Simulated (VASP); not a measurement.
# KSnO3 (Pm-3m) in VASP: further runs

KSnO3 is run at these levels: LDA; tasks: single point.

All numbers are computed with VASP 6.6.1; they aren't measurements. Logs are shortened: lines on timing, memory, paths and dates and some standing lists are left out, and cuts for length are marked.

### 1 The cell of the first run

It takes space group Pm-3m (No. 221, cubic). The conventional cell has a = 4.031 Å, b = 4.031 Å, c = 4.031 Å, α = 90.00°, β = 90.00°, γ = 90.00°. Within 3.8 Å of K (site symmetry m-3m) lie 12 O at 2.85 Å and 8 Sn at 3.49 Å. Sn (site symmetry m-3m) has 6 O at 2.02 Å within 2.7 Å. O (site symmetry 4/mmm) has 2 Sn at 2.02 Å within 2.7 Å.

### 2 Single point, LDA

INCAR reads:

```
PREC     = Accurate       # precision mode
ENCUT    = 520            # plane-wave cutoff, eV
EDIFF    = 1E-6           # SCF threshold, eV
ISMEAR   = 0              # smearing method
SIGMA    = 0.05           # smearing width, eV
LREAL    = False          # projectors in reciprocal space
LASPH    = True           # aspherical terms in the spheres
NELM     = 80             # most SCF steps
ALGO     = Normal         # electronic algorithm
ISIF     = 2              # what is computed and relaxed
LWAVE    = False          # write WAVECAR
LCHARG   = False          # write CHGCAR
GGA      = CA             # functional
NBANDS   = 28             # bands
```

KPOINTS reads:

```
Automatic mesh
0
Gamma
  4 4 4
```

POSCAR reads:

```
KSnO3
1.0
    4.0312451622      0.0000000000      0.0000000000
    0.0000000000      4.0312451622      0.0000000000
    0.0000000000      0.0000000000      4.0312451622
K Sn O
1 1 3
Direct
    0.0000000000      0.0000000000      0.0000000000
    0.5000000000      0.5000000000      0.5000000000
    0.5000000000      0.5000000000      0.0000000000
    0.0000000000      0.5000000000      0.5000000000
    0.5000000000      0.0000000000      0.5000000000
```

Potentials or basis: VASP PAW LDA potentials, release 64 (K_sv, Sn_d, O).

Run with:

```sh
cat potpaw_LDA.64/K_sv/POTCAR potpaw_LDA.64/Sn_d/POTCAR potpaw_LDA.64/O/POTCAR > POTCAR
mpirun -np 1 vasp_std > vasp.out
```

OUTCAR:

```text
PREC = Accurate
   ENCUT = 520
   EDIFF = 1E-6
   ISMEAR = 0
   LREAL = False
   LASPH = True
   NELM = 80
   ISIF = 2
   GGA = CA

 ion  position               nearest neighbor table
   1  0.000  0.000  0.000-   3 2.85   4 2.85   5 2.85   4 2.85   5 2.85   3 2.85   4 2.85   4 2.85
                             3 2.85   5 2.85   5 2.85   3 2.85   2 3.49   2 3.49   2 3.49   2 3.49
   2  0.500  0.500  0.500-   3 2.02   4 2.02   5 2.02   3 2.02   5 2.02   4 2.02   1 3.49   1 3.49
                             1 3.49   1 3.49   1 3.49   1 3.49   1 3.49   1 3.49
   3  0.500  0.500  0.000-   2 2.02   2 2.02   1 2.85   1 2.85   1 2.85   1 2.85
   4  0.000  0.500  0.500-   2 2.02   2 2.02   1 2.85   1 2.85   1 2.85   1 2.85
   5  0.500  0.000  0.500-   2 2.02   2 2.02   1 2.85   1 2.85   1 2.85   1 2.85

  LATTYP: Found a simple cubic cell.
 ALAT       =     4.0312451622

  Lattice vectors:

 A1 = (   4.0312451622,   0.0000000000,   0.0000000000)
 A2 = (   0.0000000000,   4.0312451622,   0.0000000000)
 A3 = (   0.0000000000,   0.0000000000,   4.0312451622)

Analysis of symmetry for initial positions (statically):
=====================================================================
 Subroutine PRICEL returns:
 Original cell was already a primitive cell.

 Routine SETGRP: Setting up the symmetry group for a
 simple cubic supercell.

 Subroutine GETGRP returns: Found 48 space group operations
 (whereof 48 operations were pure point group operations)
 out of a pool of 48 trial point group operations.

The static configuration has the point symmetry O_h .

Analysis of symmetry for dynamics (positions and initial velocities):
=====================================================================
 Subroutine PRICEL returns:
 Original cell was already a primitive cell.

 Routine SETGRP: Setting up the symmetry group for a
 simple cubic supercell.

 Subroutine GETGRP returns: Found 48 space group operations
 (whereof 48 operations were pure point group operations)
 out of a pool of 48 trial point group operations.

The dynamic configuration has the point symmetry O_h .

 Subroutine INISYM returns: Found 48 space group operations
 (whereof 48 operations are pure point group operations),
 and found     1 'primitive' translations

----------------------------------------------------------------------------------------

                                     Primitive cell

  volume of cell :      65.5115

  direct lattice vectors                    reciprocal lattice vectors
     4.031245162  0.000000000  0.000000000     0.248062313  0.000000000  0.000000000
     0.000000000  4.031245162  0.000000000     0.000000000  0.248062313  0.000000000
     0.000000000  0.000000000  4.031245162     0.000000000  0.000000000  0.248062313

  length of vectors
     4.031245162  4.031245162  4.031245162     0.248062313  0.248062313  0.248062313

  position of ions in fractional coordinates (direct lattice)
     0.000000000  0.000000000  0.000000000
     0.500000000  0.500000000  0.500000000
     0.500000000  0.500000000  0.000000000
     0.000000000  0.500000000  0.500000000
     0.500000000  0.000000000  0.500000000

  ion indices of the primitive-cell ions
   primitive index   ion index
                 1           1
                 2           2
                 3           3
                 4           4
                 5           5

----------------------------------------------------------------------------------------

 KPOINTS: Automatic mesh

Automatic generation of k-mesh.
 Grid dimensions read from file:
 generate k-points for:    4    4    4

 Generating k-lattice:

  Cartesian coordinates                     Fractional coordinates (reciprocal lattice)
     0.062015578  0.000000000  0.000000000     0.250000000  0.000000000  0.000000000
     0.000000000  0.062015578  0.000000000     0.000000000  0.250000000  0.000000000
     0.000000000  0.000000000  0.062015578     0.000000000  0.000000000  0.250000000

  Length of vectors
     0.062015578  0.062015578  0.062015578

  Shift w.r.t. Gamma in fractional coordinates (k-lattice)
     0.000000000  0.000000000  0.000000000

 Subroutine IBZKPT returns following result:
 ===========================================

 Found     10 irreducible k-points:

 Following reciprocal coordinates:
            Coordinates               Weight
  0.000000  0.000000  0.000000      1.000000
  0.250000  0.000000  0.000000      6.000000
  0.500000  0.000000  0.000000      3.000000
  0.250000  0.250000  0.000000     12.000000
  0.500000  0.250000  0.000000     12.000000
  0.500000  0.500000  0.000000      3.000000
  0.250000  0.250000  0.250000      8.000000
  0.500000  0.250000  0.250000     12.000000
  0.500000  0.500000  0.250000      6.000000
  0.500000  0.500000  0.500000      1.000000
   k-points           NKPTS =     10   k-points in BZ     NKDIM =     10   number of bands    NBANDS=     28
   number of dos      NEDOS =    301   number of ions     NIONS =      5
   total plane-waves  NPLWV =  27000
   dimension x,y,z NGX =    30 NGY =   30 NGZ =   30
   dimension x,y,z NGXF=    60 NGYF=   60 NGZF=   60
   ions per type =               1   1   3
   NGX,Y,Z   is equivalent  to a cutoff of  12.37, 12.37, 12.37 a.u.
   NGXF,Y,Z  is equivalent  to a cutoff of  24.74, 24.74, 24.74 a.u.
 SYSTEM =  unknown system
   PREC   = accura    normal or accurate (medium, high low for compatibility)
   ISTART =      0    job   : 0-new  1-cont  2-samecut
   ICHARG =      2    charge: 1-file 2-atom 10-const
   ISPIN  =      1    spin polarized calculation?
   LNONCOLLINEAR =      F non collinear calculations
   LSORBIT =      F    spin-orbit coupling
   LASPH  =      T    aspherical Exc in radial PAW
   ENCUT  =  520.0 eV  38.22 Ry    6.18 a.u.   7.50  7.50  7.50*2*pi/ulx,y,z
   NELM   =     80;   NELMIN=  2; NELMDL= -5     # of ELM steps
   EDIFF  = 0.1E-05   stopping-criterion for ELM
   LREAL  =      F    real-space projection
   EDIFFG = 0.1E-04   stopping-criterion for IOM
   NSW    =      0    number of steps for IOM
   IBRION =     -1    ionic relax: 0-MD 1-quasi-New 2-CG
   NFREE  =      0    steps in history (QN), initial steepest desc. (CG)
   ISIF   =      2    stress and relaxation
   ISYM   =      2    0-nonsym 1-usesym 2-fastsym
   POTIM  = 0.5000    time-step for ionic-motion
   TEBEG  =    0.0;   TEEND  =   0.0 temperature during run
   PSTRESS=    0.0 pullay stress
   NELECT =      41.0000    total number of electrons
   NUPDOWN=      -1.0000    fix difference up-down
   EMIN   =  10.00;   EMAX   =-10.00  energy-range for DOS
   EFERMI =   0.00;   METHOD = LEGACY
   ISMEAR =     0;   SIGMA  =   0.05  broadening in eV -4-tet -1-fermi 0-gaus
   EFERMI_NEDOS =   21; number of points for ismear=-14 and -15
   IALGO  =     38    algorithm
   IMIX   =      4    mixing-type and parameters
     AMIX     =   0.40;   BMIX     =  1.00
     AMIX_MAG =   1.60;   BMIX_MAG =  1.00
  volume/ion in A,a.u.               =      13.10        88.42
  Fermi-wavevector in a.u.,A,eV,Ry     =   1.400330  2.646239 26.679973  1.960923
  Thomas-Fermi vector in A             =   2.523301
   LORBIT       =      0    0 simple, 1 ext, 2 COOP (PROOUT), +10 PAW based schemes
   GGA     = CA    functional components
   LHFCALC =     F    Hartree Fock is set to
   AEXX    =    0.0000 exact exchange contribution
   IVDW    =     0    specifies the selected vdW correction
   LEPSILON=     F    determine dielectric tensor
   LRPA    =     F    only Hartree local field effects (RPA)
 non-spin polarized calculation
 Gauss-broadening in eV      SIGMA  =   0.05
  energy-cutoff  :      520.00
  volume of cell :       65.51
 maximum number of plane-waves:      1791
 NGX is ok and might be reduce to    30
   NGX = 15   NGY = 15   NGZ = 15

 number of electron      40.9999995 magnetization

 Free energy of the ion-electron system (eV)
  ---------------------------------------------------
  ext. energy  EPLUGINS =         0.00000000
  ---------------------------------------------------
  free energy    TOTEN  =       -29.63724446 eV

  energy without entropy =      -29.62962456  energy(sigma->0) =      -29.63343451

 E-fermi :   2.4553     XC(G=0): -11.2463

 val. band max:        2.3957643680   @ k =   0.2500   0.2500   0.2500
 cond. band min:       2.4627406757   @ k =   0.5000   0.2500   0.0000
 fundamental gap:      0.0669763077
 Fermi energy:         2.4552627659

 k-point     1 :       0.0000    0.0000    0.0000
  band No.  band energies     occupation
      1     -23.7999      2.00000
      2     -17.5926      2.00000
      3     -17.5926      2.00000
      4     -16.5091      2.00000
      5     -16.5091      2.00000
      6     -16.5091      2.00000
[... 20 lines left out ...]
     27      12.8257      0.00000
     28      12.8257      0.00000

 k-point     2 :       0.2500    0.0000    0.0000
  band No.  band energies     occupation
      1     -23.7877      2.00000
      2     -17.5904      2.00000
      3     -17.4156      2.00000
      4     -16.5213      2.00000
      5     -16.5213      2.00000
      6     -16.5088      2.00000
[... 20 lines left out ...]
     27      13.2328      0.00000
     28      13.2328      0.00000

 k-point     3 :       0.5000    0.0000    0.0000
  band No.  band energies     occupation
      1     -23.7755      2.00000
      2     -17.5883      2.00000
      3     -17.2364      2.00000
      4     -16.5334      2.00000
      5     -16.5334      2.00000
      6     -16.5084      2.00000
[... 20 lines left out ...]
     27      13.6117      0.00000
     28      13.7989      0.00000

 k-point     4 :       0.2500    0.2500    0.0000
  band No.  band energies     occupation
      1     -23.7772      2.00000
      2     -17.5085      2.00000
      3     -17.2938      2.00000
      4     -16.5328      2.00000
      5     -16.5210      2.00000
      6     -16.5204      2.00000
[... 144 lines left out ...]
     27      13.8059      0.00000
     28      14.4039      0.00000

 k-point     9 :       0.5000    0.5000    0.2500
  band No.  band energies     occupation
      1     -23.7499      2.00000
      2     -17.1812      2.00000
      3     -16.8746      2.00000
      4     -16.5572      2.00000
      5     -16.5456      2.00000
      6     -16.5456      2.00000
[... 20 lines left out ...]
     27      14.3194      0.00000
     28      14.9978      0.00000

 k-point    10 :       0.5000    0.5000    0.5000
  band No.  band energies     occupation
      1     -23.7423      2.00000
      2     -16.8742      2.00000
      3     -16.8742      2.00000
      4     -16.5594      2.00000
      5     -16.5594      2.00000
      6     -16.5594      2.00000
[... 20 lines left out ...]
     27      15.0986      0.00000
     28      15.1056      0.00000

------------------------ aborting loop because EDIFF is reached ----------------------------------------

  FORCE on cell =-STRESS in cart. coord.  units (eV):
  Direction    XX          YY          ZZ          XY          YZ          ZX
  --------------------------------------------------------------------------------------
  -------------------------------------------------------------------------------------
  Total        1.2320484      1.2320484      1.2320484     -0.0000000     -0.0000000      0.0000000
  in kB       30.1314981     30.1314981     30.1314981     -0.0000000     -0.0000000      0.0000000
  external PRESSURE =      30.1314981 kB  Pullay stress =       0.0000000 kB

 VOLUME and BASIS-vectors are now :
 -----------------------------------------------------------------------------
  energy-cutoff  :      520.00
  volume of cell :       65.51
      direct lattice vectors                 reciprocal lattice vectors
     4.031245162  0.000000000  0.000000000     0.248062313  0.000000000  0.000000000
     0.000000000  4.031245162  0.000000000     0.000000000  0.248062313  0.000000000
     0.000000000  0.000000000  4.031245162     0.000000000  0.000000000  0.248062313

 POSITION                                       TOTAL-FORCE (eV/Angst)
 -----------------------------------------------------------------------------------
      0.00000      0.00000      0.00000         0.000000      0.000000      0.000000
      2.01562      2.01562      2.01562         0.000000      0.000000      0.000000
      2.01562      2.01562      0.00000         0.000000      0.000000      0.000000
      0.00000      2.01562      2.01562         0.000000      0.000000      0.000000
      2.01562      0.00000      2.01562         0.000000      0.000000      0.000000
 -----------------------------------------------------------------------------------
    total drift:                                0.000000      0.000000     -0.000000

  FREE ENERGIE OF THE ION-ELECTRON SYSTEM (eV)
  ---------------------------------------------------
  free  energy   TOTEN  =       -29.6372444551 eV

  energy  without entropy=      -29.6296245593  energy(sigma->0) =      -29.63343451
```

It took 13 s on 1 thread of Intel Xeon Platinum 8375C at 2.90GHz (Ice Lake), shared host; peak memory 0.15 GiB.

What came out:

* Free energy: -29.6372 eV
* Pressure: 3.0 GPa

Caveat: the k points lie up to 0.39 Å⁻¹ apart; spin-orbit coupling is left out, which moves the levels of the heavy elements; an odd number of electrons without spin polarisation forces a metal; a magnetic or distorted state may lie lower.

(Continued in part 2 of 2.)
